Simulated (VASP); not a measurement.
Wanted: the native input for a VASP 6.6.1 run.

| Property | Result |
| --- | --- |
| Task | G0W0 quasiparticle levels |
| Functional | PBE |
| Potentials or basis | VASP PAW PBE potentials, release 64 (Cd_GW, S_GW) |
| Cutoff | 500 eV |
| k mesh | 4 × 4 × 4 |
| Occupations | gaussian, width 0.01 eV |
| Spin | no spin polarisation |
| Dipole correction | no |
| GW scheme | G0W0 |
| GW iterations | 1 |
| Cutoff of the response function | 140 |
| Frequency points | 96 |
| Empty bands | 191 |
| Further INCAR settings | ALGO = EVGW0; EDIFF = 1e-08; NBANDS = 200 |

The system is CdS.

```
Cd S
1.0
     0.00000    2.93921    2.93921
     2.93921    0.00000    2.93921
     2.93921    2.93921    0.00000
Cd S
1 1
Cartesian
  0.0000 0.0000 0.0000
  1.4696 1.4696 1.4696
```

The input as run:

POSCAR

```
CdS
1.0
    0.0000000000      2.9392138866      2.9392138866
    2.9392138866      0.0000000000      2.9392138866
    2.9392138866      2.9392138866      0.0000000000
Cd S
1 1
Direct
    0.0000000000      0.0000000000      0.0000000000
    0.2500000000      0.2500000000      0.2500000000
```

INCAR.step1

```
SYSTEM = CdS
PREC = Accurate
ENCUT = 500
EDIFF = 1E-8
ISMEAR = 0
SIGMA = 0.01
LREAL = .False.
LASPH = .True.
NELM = 100
ALGO = Normal
LWAVE = .True.
LCHARG = .False.
GGA = PE
```

INCAR.step2

```
SYSTEM = CdS
PREC = Accurate
ENCUT = 500
EDIFF = 1E-8
ISMEAR = 0
SIGMA = 0.01
LREAL = .False.
LASPH = .True.
NELM = 1
ALGO = Exact
LWAVE = .True.
LCHARG = .False.
GGA = PE
NBANDS = 200
LOPTICS = .True.
ISTART = 1
```

INCAR.step3

```
SYSTEM = CdS
PREC = Accurate
ENCUT = 500
EDIFF = 1E-8
ISMEAR = 0
SIGMA = 0.01
LREAL = .False.
LASPH = .True.
ALGO = EVGW0
LWAVE = .False.
LCHARG = .False.
GGA = PE
NELMGW = 1
NBANDS = 200
ENCUTGW = 140.0
NOMEGA = 96
PRECFOCK = Fast
ISTART = 1
NBANDSGW = 17
OMEGAMAX = 20
```

KPOINTS

```
regular mesh
0
Gamma
  4 4 4
  0 0 0
```

Potentials or basis: VASP PAW PBE potentials, release 64 (Cd_GW, S_GW).

Command:

```console
$ cat potpaw_PBE.64/Cd_GW/POTCAR potpaw_PBE.64/S_GW/POTCAR > POTCAR
$ cp INCAR.step1 INCAR
$ mpirun -np 1 vasp_std > vasp.out
$ cp INCAR.step2 INCAR
$ mpirun -np 1 vasp_std > vasp.out
$ cp INCAR.step3 INCAR
$ mpirun -np 1 vasp_std > vasp.out
```

Results of the run:

```
Quasiparticle gap                                   : 1.85 eV
Least direct quasiparticle gap                      : 1.85 eV
Band gap of the starting levels on the mesh         : 1.08 eV
Least direct gap of the starting levels on the mesh : 1.08 eV
```

Caveat: the k points lie up to 0.46 Å⁻¹ apart; bands, screening cutoff and mesh are small and nothing is extrapolated, so the quasiparticle values aren't converged.

Wall time 3.4 min on 1 thread of Intel(R) Xeon(R) 6975P-C (Granite Rapids), on a shared host, peak memory 0.57 GiB.
